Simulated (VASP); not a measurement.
Wanted: the native input for a VASP 6.6.1 run.

```yaml
Task: single point
Functional: LDA
Potentials_or_basis: VASP PAW LDA potentials, release 64 (Pt)
Cutoff: 520 eV
k_mesh: 20 × 20 × 20
Occupations: gaussian, width 0.15 eV
Spin: no spin polarisation
Dipole_correction: no
Further_INCAR_settings: ALGO = Fast; EDIFF = 1e-07; NBANDS = 11
```

The structure of Pt lies in POSCAR:

```
Pt
1.0
    0.0000000000      1.9468328700      2.0831111709
    2.1609844857      0.0000000000      2.0831111709
    2.1609844857      1.9468328700      0.0000000000
Pt
1
Direct
    0.0000000000      0.0000000000      0.0000000000
```

This cell differs from its parent crystal: normal strain along x +0.1100, normal strain along z +0.0700.

One way to write it, as run:

INCAR

```
PREC     = Accurate       # precision mode
ENCUT    = 520            # plane-wave cutoff, eV
EDIFF    = 1E-7           # SCF threshold, eV
ISMEAR   = 0              # smearing method
SIGMA    = 0.15           # smearing width, eV
LREAL    = False          # projectors in reciprocal space
LASPH    = True           # aspherical terms in the spheres
NELM     = 100            # most SCF steps
ALGO     = Fast           # electronic algorithm
ISIF     = 2              # what is computed and relaxed
LWAVE    = False          # write WAVECAR
LCHARG   = True           # write CHGCAR
LELF     = True           # ELF
LVHAR    = True         
NBANDS   = 11             # bands
```

KPOINTS

```
regular mesh
0
Gamma
  20 20 20
```

Potentials or basis: VASP PAW LDA potentials, release 64 (Pt).

Command:

```sh
$ cat potpaw_LDA.64/Pt/POTCAR > POTCAR
$ mpirun -np 1 vasp_std > vasp.out
```

Results of the run:

```yaml
Pressure: -32.1 GPa
Band_gap_on_the_k_mesh: zero (bands 5 and 6 overlap by 2.05 eV)
```

Caveat: the cell differs from its parent crystal (normal strain along x +0.1100, normal strain along z +0.0700); the cell stands under tension; spin-orbit coupling is left out, which moves the levels of the heavy elements.

It took 5.1 min on 1 thread of Intel Xeon 8259CL (shared host), peak memory 0.33 GiB.
